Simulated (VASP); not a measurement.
# LiNbO3 (R3c) in VASP: single point with PBE

Aim: the single point of LiNbO3 with PBE.

Everything below comes from runs of VASP 6.6.1. Logs are shortened: lines on timing, memory, paths and dates and some standing lists are left out, and cuts for length are marked.

### Step 1. The cell of the first run

The structure is trigonal, space group R3c (No. 161). Conventional cell: a = 5.152 Å, b = 5.152 Å, c = 13.869 Å, α = 90.00°, β = 90.00°, γ = 120.00°. Within 2.7 Å of Li (site symmetry 3) lie 6 O at 2.07 to 2.24 Å. Nb (site symmetry 3) has 6 O at 1.88 to 2.13 Å within 2.5 Å. O (site symmetry 1) has 2 Nb at 1.88 to 2.13 Å and 2 Li at 2.07 to 2.24 Å within 2.5 Å.

### Step 2. Single point, PBE

The input, INCAR:

```
  PREC = Accurate
  ENCUT = 520
  EDIFF = 1E-6
  ISMEAR = 0
  SIGMA = 0.05
  LREAL = Auto
  LASPH = T
  NELM = 60
  ALGO = Normal
  ISIF = 2
  LWAVE = F
  LCHARG = F
  GGA = PE
  NBANDS = 162
  LUSENCCL = F
```

The input, KPOINTS:

```
regular mesh
0
Gamma
  3 3 3
```

The input, POSCAR:

```
LiNbO3
1.0
   -5.1516000000     -2.9742780000      4.6230000000
    5.1516000000     -2.9742780000      4.6230000000
    0.0000000000      5.9485550000      4.6230000000
Li Nb O
8 8 24
Direct
    0.2815000000      0.2815000000      0.2815000000
    0.7815000000      0.7815000000      0.2815000000
    0.7815000000      0.2815000000      0.7815000000
    0.2815000000      0.7815000000      0.7815000000
    0.7815000000      0.2815000000      0.2815000000
    0.2815000000      0.7815000000      0.2815000000
    0.2815000000      0.2815000000      0.7815000000
    0.7815000000      0.7815000000      0.7815000000
    0.0000550000      0.0000550000      0.0000550000
    0.5000550000      0.5000550000      0.0000550000
    0.5000550000      0.0000550000      0.5000550000
    0.0000550000      0.5000550000      0.5000550000
    0.5000550000      0.0000550000      0.0000550000
    0.0000550000      0.5000550000      0.0000550000
    0.0000550000      0.0000550000      0.5000550000
    0.5000550000      0.5000550000      0.5000550000
    0.5389750000      0.4159500000      0.2353350000
    0.0389750000      0.9159500000      0.2353350000
    0.0389750000      0.4159500000      0.7353350000
    0.5389750000      0.9159500000      0.7353350000
    0.7353350000      0.0389750000      0.4159500000
    0.2353350000      0.5389750000      0.4159500000
    0.2353350000      0.0389750000      0.9159500000
    0.7353350000      0.5389750000      0.9159500000
    0.9159500000      0.2353350000      0.0389750000
    0.4159500000      0.7353350000      0.0389750000
    0.4159500000      0.2353350000      0.5389750000
    0.9159500000      0.7353350000      0.5389750000
    0.2353350000      0.4159500000      0.0389750000
    0.7353350000      0.9159500000      0.0389750000
    0.7353350000      0.4159500000      0.5389750000
    0.2353350000      0.9159500000      0.5389750000
    0.4159500000      0.0389750000      0.2353350000
    0.9159500000      0.5389750000      0.2353350000
    0.9159500000      0.0389750000      0.7353350000
    0.4159500000      0.5389750000      0.7353350000
    0.0389750000      0.2353350000      0.4159500000
    0.5389750000      0.7353350000      0.4159500000
    0.5389750000      0.2353350000      0.9159500000
    0.0389750000      0.7353350000      0.9159500000
```

Potentials or basis: VASP PAW PBE potentials, release 64 (Li_sv, Nb_sv, O).

Run with:

```
> cat potpaw_PBE.64/Li_sv/POTCAR potpaw_PBE.64/Nb_sv/POTCAR potpaw_PBE.64/O/POTCAR > POTCAR
> mpirun -np 1 vasp_std > vasp.out
```

OUTCAR:

```text
PREC = Accurate
   ENCUT = 520
   EDIFF = 1E-6
   ISMEAR = 0
   LREAL = Auto
   LASPH = T
   NELM = 60
   ISIF = 2
   GGA = PE

 ion  position               nearest neighbor table
   1  0.282  0.282  0.282-  29 2.07  33 2.07  37 2.07  27 2.24  22 2.24  17 2.24
   2  0.782  0.782  0.282-  30 2.07  34 2.07  38 2.07  28 2.24  21 2.24  18 2.24
   3  0.782  0.282  0.782-  31 2.07  35 2.07  39 2.07  25 2.24  24 2.24  19 2.24
   4  0.282  0.782  0.782-  32 2.07  36 2.07  40 2.07  26 2.24  23 2.24  20 2.24
   5  0.782  0.282  0.282-  25 2.07  17 2.07  21 2.07  31 2.24  37 2.24  34 2.24
   6  0.282  0.782  0.282-  26 2.07  18 2.07  22 2.07  32 2.24  38 2.24  33 2.24
[... 8 lines left out ...]
  15  0.000  0.000  0.500-  35 1.88  32 1.88  37 1.88  18 2.13  21 2.13  28 2.13
  16  0.500  0.500  0.500-  36 1.88  31 1.88  38 1.88  17 2.13  22 2.13  27 2.13
  17  0.539  0.416  0.235-  10 1.88   5 2.07  16 2.13   1 2.24
  18  0.039  0.916  0.235-   9 1.88   6 2.07  15 2.13   2 2.24
  19  0.039  0.416  0.735-  12 1.88   7 2.07  14 2.13   3 2.24
  20  0.539  0.916  0.735-  11 1.88   8 2.07  13 2.13   4 2.24
  21  0.735  0.039  0.416-  11 1.88   5 2.07  15 2.13   2 2.24
  22  0.235  0.539  0.416-  12 1.88   6 2.07  16 2.13   1 2.24
[... 16 lines left out ...]
  39  0.539  0.235  0.916-  13 1.88   3 2.07  10 2.13   7 2.24
  40  0.039  0.735  0.916-  14 1.88   4 2.07   9 2.13   8 2.24

  LATTYP: Found a trigonal (rhomboedric) cell.
 ALAT       =     7.5337530878
 COS(alpha) =     0.0648280267

  Lattice vectors:

 A1 = (  -5.1516000000,  -2.9742780000,   4.6230000000)
 A2 = (   5.1516000000,  -2.9742780000,   4.6230000000)
 A3 = (   0.0000000000,   5.9485550000,   4.6230000000)

Analysis of symmetry for initial positions (statically):
=====================================================================
 Subroutine PRICEL returns following result:

  LATTYP: Found a trigonal (rhomboedric) cell.
 ALAT       =     5.4971315755
 COS(alpha) =     0.5608812219

  Lattice vectors:

 A1 = (   2.5758000000,   1.4871385000,   4.6230000000)
 A2 = (  -2.5758000000,   1.4871385000,   4.6230000000)
 A3 = (   0.0000000000,  -2.9742780000,   4.6230000000)

   4 primitive cells build up your supercell.

 Routine SETGRP: Setting up the symmetry group for a
 trigonal (rhombohedral) supercell.

 Subroutine GETGRP returns: Found  6 space group operations
 (whereof  3 operations were pure point group operations)
 out of a pool of 12 trial point group operations.

The static configuration has the point symmetry C_3 .
 The point group associated with its full space group is C_3v.

Analysis of symmetry for dynamics (positions and initial velocities):
=====================================================================
 Subroutine PRICEL returns following result:

  LATTYP: Found a trigonal (rhomboedric) cell.
 ALAT       =     5.4971315755
 COS(alpha) =     0.5608812219

  Lattice vectors:

 A1 = (   2.5758000000,   1.4871385000,   4.6230000000)
 A2 = (  -2.5758000000,   1.4871385000,   4.6230000000)
 A3 = (   0.0000000000,  -2.9742780000,   4.6230000000)

   4 primitive cells build up your supercell.

 Routine SETGRP: Setting up the symmetry group for a
 trigonal (rhombohedral) supercell.

 Subroutine GETGRP returns: Found  6 space group operations
 (whereof  3 operations were pure point group operations)
 out of a pool of 12 trial point group operations.

The dynamic configuration has the point symmetry C_3 .
 The point group associated with its full space group is C_3v.

 Subroutine INISYM returns: Found  6 space group operations
 (whereof  3 operations are pure point group operations),
 and found     4 'primitive' translations

----------------------------------------------------------------------------------------

                                     Primitive cell

  volume of cell :     106.2524

  direct lattice vectors                    reciprocal lattice vectors
     2.575800000  1.487138500  4.623000000     0.194114450  0.112072029  0.072103260
    -2.575800000  1.487138500  4.623000000    -0.194114450  0.112072029  0.072103260
     0.000000000 -2.974278000  4.623000000     0.000000000 -0.224144058  0.072103236

  length of vectors
     5.497131575  5.497131575  5.497131854     0.235455812  0.235455812  0.235455804

  position of ions in fractional coordinates (direct lattice)
     0.281500000  0.281500000  0.281500000
     0.781500000  0.781500000  0.781500000
     0.000055000  0.000055000  0.000055000
     0.500055000  0.500055000  0.500055000
     0.112310000  0.358360000  0.719590000
     0.719590000  0.112310000  0.358360000
     0.358360000  0.719590000  0.112310000
     0.219590000  0.858360000  0.612310000
     0.858360000  0.612310000  0.219590000
     0.612310000  0.219590000  0.858360000

  ion indices of the primitive-cell ions
   primitive index   ion index
                 1           1
                 2           5
                 3          11
                 4          16
                 5          17
                 6          22
                 7          27
                 8          29
                 9          33
                10          37

----------------------------------------------------------------------------------------

 KPOINTS: regular mesh

Automatic generation of k-mesh.
 Grid dimensions read from file:
 generate k-points for:    3    3    3

 Generating k-lattice:

  Cartesian coordinates                     Fractional coordinates (reciprocal lattice)
    -0.032352408 -0.018678672  0.024034416     0.333333333  0.000000000 -0.000000000
     0.032352408 -0.018678672  0.024034416     0.000000000  0.333333333 -0.000000000
     0.000000000  0.037357343  0.024034420     0.000000000  0.000000000  0.333333333

  Length of vectors
     0.044420989  0.044420989  0.044420991

  Shift w.r.t. Gamma in fractional coordinates (k-lattice)
     0.000000000  0.000000000  0.000000000

 Subroutine IBZKPT returns following result:
 ===========================================

 Found      6 irreducible k-points:

 Following reciprocal coordinates:
            Coordinates               Weight
  0.000000  0.000000  0.000000      1.000000
  0.333333  0.000000  0.000000      6.000000
  0.333333  0.333333  0.000000      6.000000
 -0.333333  0.333333  0.000000      6.000000
  0.333333  0.333333  0.333333      2.000000
 -0.333333  0.333333  0.333333      6.000000
   k-points           NKPTS =      6   k-points in BZ     NKDIM =      6   number of bands    NBANDS=    162
   number of dos      NEDOS =    301   number of ions     NIONS =     40
   total plane-waves  NPLWV = 175616
   dimension x,y,z NGX =    56 NGY =   56 NGZ =   56
   dimension x,y,z NGXF=   112 NGYF=  112 NGZF=  112
   ions per type =               8   8  24
   NGX,Y,Z   is equivalent  to a cutoff of  12.36, 12.36, 12.36 a.u.
   NGXF,Y,Z  is equivalent  to a cutoff of  24.71, 24.71, 24.71 a.u.
 SYSTEM =  unknown system
   PREC   = accura    normal or accurate (medium, high low for compatibility)
   ISTART =      0    job   : 0-new  1-cont  2-samecut
   ICHARG =      2    charge: 1-file 2-atom 10-const
   ISPIN  =      1    spin polarized calculation?
   LNONCOLLINEAR =      F non collinear calculations
   LSORBIT =      F    spin-orbit coupling
   LASPH  =      T    aspherical Exc in radial PAW
   ENCUT  =  520.0 eV  38.22 Ry    6.18 a.u.  14.01 14.01 14.01*2*pi/ulx,y,z
   NELM   =     60;   NELMIN=  2; NELMDL= -5     # of ELM steps
   EDIFF  = 0.1E-05   stopping-criterion for ELM
   LREAL  =      T    real-space projection
   EDIFFG = 0.1E-04   stopping-criterion for IOM
   NSW    =      0    number of steps for IOM
   IBRION =     -1    ionic relax: 0-MD 1-quasi-New 2-CG
   NFREE  =      0    steps in history (QN), initial steepest desc. (CG)
   ISIF   =      2    stress and relaxation
   ISYM   =      2    0-nonsym 1-usesym 2-fastsym
   POTIM  = 0.5000    time-step for ionic-motion
   TEBEG  =    0.0;   TEEND  =   0.0 temperature during run
   PSTRESS=    0.0 pullay stress
   NELECT =     272.0000    total number of electrons
   NUPDOWN=      -1.0000    fix difference up-down
   EMIN   =  10.00;   EMAX   =-10.00  energy-range for DOS
   EFERMI =   0.00;   METHOD = LEGACY
   ISMEAR =     0;   SIGMA  =   0.05  broadening in eV -4-tet -1-fermi 0-gaus
   EFERMI_NEDOS =   21; number of points for ismear=-14 and -15
   IALGO  =     38    algorithm
   IMIX   =      4    mixing-type and parameters
     AMIX     =   0.40;   BMIX     =  1.00
     AMIX_MAG =   1.60;   BMIX_MAG =  1.00
  volume/ion in A,a.u.               =      10.63        71.70
  Fermi-wavevector in a.u.,A,eV,Ry     =   1.410798  2.666022 27.080374  1.990351
  Thomas-Fermi vector in A             =   2.532715
   LORBIT       =      0    0 simple, 1 ext, 2 COOP (PROOUT), +10 PAW based schemes
   GGA     = PE    functional components
   LHFCALC =     F    Hartree Fock is set to
   AEXX    =    0.0000 exact exchange contribution
   IVDW    =     0    specifies the selected vdW correction
   LEPSILON=     F    determine dielectric tensor
   LRPA    =     F    only Hartree local field effects (RPA)
 non-spin polarized calculation
 Gauss-broadening in eV      SIGMA  =   0.05
  energy-cutoff  :      520.00
  volume of cell :      425.01
 maximum number of plane-waves:     11486
   NGX = 29   NGY = 29   NGZ = 29

 number of electron     272.0000208 magnetization

 Free energy of the ion-electron system (eV)
  ---------------------------------------------------
  ext. energy  EPLUGINS =         0.00000000
  ---------------------------------------------------
  free energy    TOTEN  =      -320.03143328 eV

  energy without entropy =     -320.03143328  energy(sigma->0) =     -320.03143328

 E-fermi :   3.8853     XC(G=0): -10.7958

 val. band max:        3.5531948409   @ k =   0.0000   0.0000   0.0000
 cond. band min:       7.1563438002   @ k =   0.3333   0.0000   0.0000
 fundamental gap:      3.6031489593
 Fermi energy:         3.8852577843

 k-point     1 :       0.0000    0.0000    0.0000
  band No.  band energies     occupation
      1     -50.6020      2.00000
      2     -50.5968      2.00000
      3     -50.5968      2.00000
      4     -50.5968      2.00000
      5     -50.5916      2.00000
      6     -50.5916      2.00000
[... 140 lines left out ...]
    147       8.1869      0.00000
    148       8.1869      0.00000

 k-point     2 :       0.3333    0.0000    0.0000
  band No.  band energies     occupation
      1     -50.6007      2.00000
      2     -50.5981      2.00000
      3     -50.5955      2.00000
      4     -50.5955      2.00000
      5     -50.5929      2.00000
      6     -50.5929      2.00000
[... 744 lines left out ...]
    147       8.2096      0.00000
    148       8.2511      0.00000
 [bands above 148 left out]

------------------------ aborting loop because EDIFF is reached ----------------------------------------

  FORCE on cell =-STRESS in cart. coord.  units (eV):
  Direction    XX          YY          ZZ          XY          YZ          ZX
  --------------------------------------------------------------------------------------
  -------------------------------------------------------------------------------------
  Total       11.5030326     11.5030327     11.0075121      0.0000000     -0.0000008     -0.0000000
  in kB       43.3634816     43.3634822     41.4954967      0.0000000     -0.0000030     -0.0000000
  external PRESSURE =      42.7408202 kB  Pullay stress =       0.0000000 kB

 VOLUME and BASIS-vectors are now :
 -----------------------------------------------------------------------------
  energy-cutoff  :      520.00
  volume of cell :      425.01
      direct lattice vectors                 reciprocal lattice vectors
    -5.151600000 -2.974278000  4.623000000    -0.097057225 -0.056036015  0.072103248
     5.151600000 -2.974278000  4.623000000     0.097057225 -0.056036015  0.072103248
     0.000000000  5.948555000  4.623000000     0.000000000  0.112072029  0.072103260

 POSITION                                       TOTAL-FORCE (eV/Angst)
 -----------------------------------------------------------------------------------
      0.00000     -0.00000      3.90412         0.000000     -0.000000      0.007678
      0.00000     -2.97428      8.52712         0.000000     -0.000000      0.007678
     -2.57580      1.48714      8.52712         0.000000     -0.000000      0.007678
      2.57580      1.48714      8.52712         0.000000     -0.000000      0.007678
     -2.57580     -1.48714      6.21562         0.000000     -0.000000      0.007678
      2.57580     -1.48714      6.21562         0.000000     -0.000000      0.007678
[... 32 lines left out ...]
     -1.56423      3.14557      7.81407        -0.023373     -0.190346      0.035827
      3.58737      3.14557      7.81407        -0.023373     -0.190346      0.035827
 -----------------------------------------------------------------------------------
    total drift:                                0.000000      0.000024     -0.035882

  FREE ENERGIE OF THE ION-ELECTRON SYSTEM (eV)
  ---------------------------------------------------
  free  energy   TOTEN  =      -320.0314332823 eV

  energy  without entropy=     -320.0314332823  energy(sigma->0) =     -320.03143328
```

Wall time 2.8 min (1 × NVIDIA H100 80GB with 1 thread of AMD EPYC 7R13 (Zen 3), shared host); peak memory 1.6 GiB.

What came out:

- Free energy: -320.0314 eV
- Largest force: 0.195 eV/Å
- Band gap on the k mesh: 3.60 eV

Forces in eV/Å, atoms in the order of the input:
```
Li   0.000  0.000  0.008
Li   0.000  0.000  0.008
Li   0.000  0.000  0.008
Li   0.000  0.000  0.008
Li   0.000  0.000  0.008
Li   0.000  0.000  0.008
Li   0.000  0.000  0.008
Li   0.000  0.000  0.008
Nb   0.000  0.000 -0.115
Nb   0.000  0.000 -0.115
Nb   0.000  0.000 -0.115
Nb   0.000  0.000 -0.115
Nb   0.000  0.000 -0.115
Nb   0.000  0.000 -0.115
Nb   0.000  0.000 -0.115
Nb   0.000  0.000 -0.115
O   -0.177  0.075  0.036
O   -0.177  0.075  0.036
O   -0.177  0.075  0.036
O   -0.177  0.075  0.036
O    0.023 -0.190  0.036
O    0.023 -0.190  0.036
O    0.023 -0.190  0.036
O    0.023 -0.190  0.036
O    0.153  0.115  0.036
O    0.153  0.115  0.036
O    0.153  0.115  0.036
O    0.153  0.115  0.036
O   -0.153  0.115  0.036
O   -0.153  0.115  0.036
O   -0.153  0.115  0.036
O   -0.153  0.115  0.036
O    0.177  0.075  0.036
O    0.177  0.075  0.036
O    0.177  0.075  0.036
O    0.177  0.075  0.036
O   -0.023 -0.190  0.036
O   -0.023 -0.190  0.036
O   -0.023 -0.190  0.036
O   -0.023 -0.190  0.036
```

Caveat: the cutoff is under 1.25 times the usual one of these potentials, so pressure, stress and relaxed cells hold a basis-set (Pulay) error.
